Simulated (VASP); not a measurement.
Runs of VASP 6.6.1 on BN. The structure is that of space group P6_3/mmc (No. 194), or close to it. The cells are those of the table. 

```tsv
cell	gap on the mesh (eV)	pressure (GPa)
a = 2.697, b = 2.697, c = 5.740 Å, angles 90.0, 90.0, 120.0°, 4 atoms	(a)	-41.1
a = 2.643, b = 2.643, c = 5.977 Å, angles 90.0, 90.0, 120.0°, 4 atoms	3.86	(c)
a = 2.356, b = 2.356, c = 7.522 Å, angles 90.0, 90.0, 120.0°, 4 atoms	4.47	52.0
a = 2.294, b = 2.294, c = 7.934 Å, angles 90.0, 90.0, 120.0°, 4 atoms	4.14	77.4
a = 2.575, b = 2.575, c = 6.301 Å, angles 90.0, 90.0, 120.0°, 4 atoms	4.01	-17.3
a = 2.538, b = 2.538, c = 6.482 Å, angles 90.0, 90.0, 120.0°, 4 atoms	4.14	-8.5
a = 2.464, b = 2.464, c = 6.881 Å, angles 90.0, 90.0, 120.0°, 4 atoms	4.41	12.7
a = 2.426, b = 2.426, c = 7.098 Å, angles 90.0, 90.0, 120.0°, 4 atoms	(b)	25.1
```

Alike in all rows: task single point; level PBE+D3(BJ); potentials or basis VASP PAW PBE potentials, release 64 (B, N); no spin polarisation; k mesh 12 × 12 × 4; cutoff (eV) 520; smearing gaussian 0.05 eV.

Question: Fill in the values left out.

Answer: (a) 3.60; (b) 4.54; (c) -31.8.

A k mesh can miss the band edges.
